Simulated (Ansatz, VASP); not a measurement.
**Two plane-wave programs on SnO2**

```
CELL_PARAMETERS angstrom
5.17526 0.00000 0.00000
0.00000 5.17526 0.00000
0.00000 0.00000 5.17526
ATOMIC_POSITIONS crystal
Sn 0.00000 0.00000 0.00000
Sn 0.50000 0.00000 0.50000
Sn 0.50000 0.50000 0.00000
Sn 0.00000 0.50000 0.50000
O 0.66110 0.83890 0.16110
O 0.83890 0.16110 0.66110
O 0.16110 0.66110 0.83890
O 0.33890 0.33890 0.33890
O 0.66110 0.66110 0.66110
O 0.83890 0.33890 0.16110
O 0.16110 0.83890 0.33890
O 0.33890 0.16110 0.83890
```

Alike in both runs: task relaxation of cell and atoms; functional PBEsol; k mesh 5 × 5 × 5; occupations fermi-dirac, width 0.05 eV; no spin polarisation.

|  | VASP | Ansatz |
| --- | --- | --- |
| version | VASP 6.6.1 | Ansatz 0.2.0 |
| potentials or method | VASP PAW PBE potentials, release 64 (Sn_d, O) | Ansatz PAW |
| plane-wave cutoff (eV) | 600 | 420 |
| valence electrons in the cell | 104 | 104 |

```csv
,VASP,Ansatz,Ansatz less VASP
"gap on the k mesh at the Fermi level, each at its own relaxed structure (eV)",0.83,0.85,+0.025
relaxed volume (Å³/atom),11.16,11.14,-0.027
relaxed length of the cell vector where the two differ most in proportion (Å),5.117,5.113,-0.0041
```

VASP's potentials were made for PBE, not for PBEsol.

Noted on Ansatz's run: Pulay correction over one GPa; odd divisions of the mesh miss points on the zone boundary, where band edges often lie, so the gap on the mesh can be too wide; the plane-wave basis is chosen anew once the cell has moved, so the energies of steps on either side of that aren't comparable.
